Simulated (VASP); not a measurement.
**GaB3: single point with PBE**

Crystal: GaB3.

```
CELL_PARAMETERS angstrom
0.00000 2.73699 2.73699
2.73699 0.00000 2.73699
2.73699 2.73699 0.00000
ATOMIC_POSITIONS crystal
Ga 0.00000 0.00000 0.00000
B 0.50000 0.50000 0.50000
B 0.25000 0.25000 0.25000
B 0.75000 0.75000 0.75000
```

```json
{"Program": "VASP 6.6.1", "Task": "single point", "Functional": "PBE", "Potentials or basis": "VASP PAW PBE potentials, release 64 (Ga_d, B)", "Cutoff": "500 eV", "k mesh": "6 × 6 × 6", "Occupations": "gaussian, width 0.1 eV", "Spin": "no spin polarisation", "Dipole correction": "no", "Further INCAR settings": "ALGO = Normal; EDIFF = 1e-06; NBANDS = 19"}
```

```json
{"Pressure": "-8.5 GPa", "Band gap on the k mesh": "zero (band 11 reaches 8.16 eV, above the bottom of band 12 at 4.70 eV)"}
```

Levels at points of the mesh, in eV from the Fermi level:
```csv
k point,band 9,band 10,band 11,band 12,band 13,band 14
"(0.00, 0.00, 0.00)",-1.03,-1.03,-0.63,-0.63,-0.63,0.29
"(0.50, 0.00, 0.00)",-2.30,-1.81,-1.74,-1.74,-0.65,4.82
"(0.50, 0.50, 0.00)",-5.59,-4.36,-3.79,4.33,4.33,5.46
```

Run time: 18 s on 1 thread of Intel Xeon 8259CL (shared host), peak memory 0.15 GiB.
